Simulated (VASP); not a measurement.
# SnO (Pmn2_1) in VASP: further runs, part 2 of 2

VASP 6.6.1.

## 4. Single point, PBEsol (strain +0.1000 x Voigt [1, 0, 0, 0, 0, 0])

File INCAR:

```
SYSTEM = SnO
PREC     = Accurate       ! precision mode
ENCUT    = 520            ! plane-wave cutoff, eV
EDIFF    = 1E-6           ! SCF threshold, eV
ISMEAR   = 0              ! smearing method
SIGMA    = 0.05           ! smearing width, eV
LREAL    = .FALSE.        ! projectors in reciprocal space
LASPH    = .TRUE.         ! aspherical terms in the spheres
NELM     = 80             ! most SCF steps
ALGO     = Normal         ! electronic algorithm
ISIF     = 2              ! what is computed and relaxed
LWAVE    = .FALSE.        ! write WAVECAR
LCHARG   = .FALSE.        ! write CHGCAR
GGA      = PS             ! functional
NBANDS   = 28             ! bands
```

File KPOINTS:

```
Automatic mesh
0
G
  8 6 6
  0 0 0
```

File POSCAR:

```
SnO
1.0
    3.6905055000      0.0000000000      0.0000000000
    0.0000000000      5.6741040000      0.0000000000
    0.0000000000      0.0000000000      4.2219700000
Sn O
2 2
Direct
    0.0000000000      0.2319090000      0.5131440000
    0.5000000000      0.7680910000      0.0131440000
    0.0000000000      0.8912500000      0.7368570000
    0.5000000000      0.1087500000      0.2368570000
```

Potentials or basis: VASP PAW PBE potentials, release 64 (Sn_d, O).

Launch:

```bash
cat potpaw_PBE.64/Sn_d/POTCAR potpaw_PBE.64/O/POTCAR > POTCAR
mpirun -np 1 vasp_std > vasp.out
```

OUTCAR:

```text
SYSTEM = SnO
   PREC = Accurate
   ENCUT = 520
   EDIFF = 1E-6
   ISMEAR = 0
   LREAL = .FALSE.
   LASPH = .TRUE.
   NELM = 80
   ISIF = 2
   GGA = PS

 ion  position               nearest neighbor table
   1  0.000  0.232  0.513-   3 2.15   4 2.29   4 2.29
   2  0.500  0.768  0.013-   4 2.15   3 2.29   3 2.29
   3  0.000  0.891  0.737-   1 2.15   2 2.29   2 2.29
   4  0.500  0.109  0.237-   2 2.15   1 2.29   1 2.29

  LATTYP: Found a simple orthorhombic cell.
 ALAT       =     3.6905055000
 B/A-ratio  =     1.1440085918
 C/A-ratio  =     1.5374869378

  Lattice vectors:

 A1 = (  -3.6905055000,   0.0000000000,   0.0000000000)
 A2 = (   0.0000000000,   0.0000000000,   4.2219700000)
 A3 = (   0.0000000000,   5.6741040000,   0.0000000000)

Analysis of symmetry for initial positions (statically):
=====================================================================
 Subroutine PRICEL returns:
 Original cell was already a primitive cell.

 Routine SETGRP: Setting up the symmetry group for a
 simple orthorhombic supercell.

 Subroutine GETGRP returns: Found  4 space group operations
 (whereof  2 operations were pure point group operations)
 out of a pool of  8 trial point group operations.

The static configuration has the point symmetry C_1h.
 The point group associated with its full space group is C_2v.

Analysis of symmetry for dynamics (positions and initial velocities):
=====================================================================
 Subroutine PRICEL returns:
 Original cell was already a primitive cell.

 Routine SETGRP: Setting up the symmetry group for a
 simple orthorhombic supercell.

 Subroutine GETGRP returns: Found  4 space group operations
 (whereof  2 operations were pure point group operations)
 out of a pool of  8 trial point group operations.

The dynamic configuration has the point symmetry C_1h.
 The point group associated with its full space group is C_2v.

[... 114 lines left out ...]
   NUPDOWN=      -1.0000    fix difference up-down
   EMIN   =  10.00;   EMAX   =-10.00  energy-range for DOS
   EFERMI =   0.00;   METHOD = LEGACY
   ISMEAR =     0;   SIGMA  =   0.05  broadening in eV -4-tet -1-fermi 0-gaus
   EFERMI_NEDOS =   21; number of points for ismear=-14 and -15
   IALGO  =     38    algorithm
   IMIX   =      4    mixing-type and parameters
     AMIX     =   0.40;   BMIX     =  1.00
     AMIX_MAG =   1.60;   BMIX_MAG =  1.00
  volume/ion in A,a.u.               =      22.10       149.15
  Fermi-wavevector in a.u.,A,eV,Ry     =   1.256788  2.374985 21.490625  1.579516
  Thomas-Fermi vector in A             =   2.390479
   LORBIT       =      0    0 simple, 1 ext, 2 COOP (PROOUT), +10 PAW based schemes
   GGA     = PS    functional components
   LHFCALC =     F    Hartree Fock is set to
   AEXX    =    0.0000 exact exchange contribution
   IVDW    =     0    specifies the selected vdW correction
   LEPSILON=     F    determine dielectric tensor
   LRPA    =     F    only Hartree local field effects (RPA)
 non-spin polarized calculation
 Gauss-broadening in eV      SIGMA  =   0.05
  energy-cutoff  :      520.00
  volume of cell :       88.41
 maximum number of plane-waves:      2404
 NGX is ok and might be reduce to    28
   NGX = 13   NGY = 21   NGZ = 15

 number of electron      39.9999984 magnetization

 Free energy of the ion-electron system (eV)
  ---------------------------------------------------
  ext. energy  EPLUGINS =         0.00000000
  ---------------------------------------------------
  free energy    TOTEN  =       -23.36053253 eV

  energy without entropy =      -23.36053253  energy(sigma->0) =      -23.36053253

 E-fermi :   4.1093     XC(G=0):  -9.3340

 val. band max:        3.8321456216   @ k =   0.0000   0.0000   0.0000
 cond. band min:       5.1489190274   @ k =   0.3750   0.5000   0.0000
 fundamental gap:      1.3167734058
 Fermi energy:         4.1092728280

 k-point     1 :       0.0000    0.0000    0.0000
  band No.  band energies     occupation
      1     -17.1413      2.00000
      2     -16.9540      2.00000
      3     -16.9505      2.00000
      4     -16.9280      2.00000
      5     -16.9073      2.00000
      6     -16.8752      2.00000
[... 733 lines left out ...]
     27      12.6003      0.00000
     28      13.5591      0.00000

 [... further k-points ...]
[... 5 lines left out ...]
  --------------------------------------------------------------------------------------
  -------------------------------------------------------------------------------------
  Total       -7.0254851     -3.5727236     -3.5469781      0.0000000      0.0000000      0.0000000
  in kB     -127.3176474    -64.7458159    -64.2792498      0.0000000      0.0000000      0.0000000
  external PRESSURE =     -85.4475710 kB  Pullay stress =       0.0000000 kB

 VOLUME and BASIS-vectors are now :
 -----------------------------------------------------------------------------
  energy-cutoff  :      520.00
  volume of cell :       88.41
      direct lattice vectors                 reciprocal lattice vectors
     3.690505500  0.000000000  0.000000000     0.270965590  0.000000000  0.000000000
     0.000000000  5.674104000  0.000000000     0.000000000  0.176239279  0.000000000
     0.000000000  0.000000000  4.221970000     0.000000000  0.000000000  0.236856254

 POSITION                                       TOTAL-FORCE (eV/Angst)
 -----------------------------------------------------------------------------------
      0.00000      1.31588      2.16648         0.000000     -1.198134     -0.461889
      1.84525      4.35823      0.05549         0.000000      1.198134     -0.461889
      0.00000      5.05705      3.11099         0.000000      0.087676      0.461889
      1.84525      0.61706      1.00000         0.000000     -0.087676      0.461889
 -----------------------------------------------------------------------------------
    total drift:                                0.000000      0.000000      0.000612

  FREE ENERGIE OF THE ION-ELECTRON SYSTEM (eV)
  ---------------------------------------------------
  free  energy   TOTEN  =       -23.3605325294 eV

  energy  without entropy=      -23.3605325294  energy(sigma->0) =      -23.36053253
```

OSZICAR:

```text
N       E                     dE             d eps       ncg     rms          rms(c)
DAV:   1     0.427203793850E+03    0.42720E+03   -0.20223E+04  4608   0.201E+03
DAV:   2     0.431653792623E+02   -0.38404E+03   -0.36918E+03  4676   0.523E+02
DAV:   3    -0.236674927455E+02   -0.66833E+02   -0.65550E+02  5204   0.185E+02
DAV:   4    -0.271165736998E+02   -0.34491E+01   -0.34309E+01  5096   0.459E+01
DAV:   5    -0.272044815329E+02   -0.87908E-01   -0.87896E-01  4984   0.793E+00    0.112E+01
DAV:   6    -0.236235327265E+02    0.35809E+01   -0.19114E+01  7240   0.496E+01    0.588E+00
DAV:   7    -0.234210494078E+02    0.20248E+00   -0.26875E+00  5212   0.935E+00    0.257E+00
DAV:   8    -0.233705924217E+02    0.50457E-01   -0.39421E-01  4940   0.391E+00    0.727E-01
DAV:   9    -0.233595740711E+02    0.11018E-01   -0.42610E-02  7048   0.174E+00    0.250E-01
DAV:  10    -0.233609381466E+02   -0.13641E-02   -0.82134E-03  5368   0.794E-01    0.145E-01
DAV:  11    -0.233605220214E+02    0.41613E-03   -0.23191E-03  6868   0.365E-01    0.270E-02
DAV:  12    -0.233605353134E+02   -0.13292E-04   -0.21718E-04  4872   0.107E-01    0.217E-02
DAV:  13    -0.233605337527E+02    0.15608E-05   -0.15086E-05  5216   0.290E-02    0.125E-02
DAV:  14    -0.233605325717E+02    0.11810E-05   -0.36607E-06  4028   0.149E-02    0.189E-03
DAV:  15    -0.233605325294E+02    0.42237E-07   -0.49955E-07  2544   0.630E-03
   1 F= -.23360533E+02 E0= -.23360533E+02  d E =-.446236E-17
```

Run time: 3.3 min. Hardware: 1 thread of Oxide Virtual Turin-like, shared host; peak memory 0.26 GiB.

What came out:

```
Free energy            : -23.3605 eV
Pressure               : -8.5 GPa
Largest force          : 1.284 eV/Å
Band gap on the k mesh : 1.32 eV (least direct gap 2.12 eV)
```

Forces on the atoms (eV/Å):
```
Sn   0.000 -1.198 -0.462
Sn   0.000  1.198 -0.462
O    0.000  0.088  0.462
O    0.000 -0.088  0.462
```

Caveat: the cell differs from its parent crystal (strain +0.1000 x Voigt [1, 0, 0, 0, 0, 0]); the stress differs along the axes, from -13 to -6 GPa; the PAW data sets were made with another functional, which shifts forces and pressure a little; spin-orbit coupling is left out, which moves the levels of the heavy elements. A k mesh can miss the band edges.

## 5. Overview

| cell | gap on the mesh (eV) | pressure (GPa) | largest force (eV/Å) |
| --- | --- | --- | --- |
| a = 3.607, b = 5.674, c = 4.222 Å, 4 atoms | 1.29 | -7.5 | 1.09 |
| a = 3.649, b = 5.674, c = 4.222 Å, 4 atoms | 1.30 | -8.0 | 1.19 |
| a = 3.691, b = 5.674, c = 4.222 Å, 4 atoms | 1.32 | -8.5 | 1.28 |

Alike in all rows: task single point; level PBEsol; potentials or basis VASP PAW PBE potentials, release 64 (Sn_d, O); no spin polarisation; k mesh 8 × 6 × 6; cutoff (eV) 520; smearing gaussian 0.05 eV.

Caveats: the PAW data sets were made with another functional, which shifts forces and pressure a little; spin-orbit coupling is left out, which moves the levels of the heavy elements; the stress differs along the axes, from -11 to -6 GPa (at least some runs); the stress differs along the axes, from -12 to -6 GPa (at least some runs); the stress differs along the axes, from -13 to -6 GPa (at least some runs).

Total energies depend on the potentials used, so only differences within one code and one set of settings carry meaning.
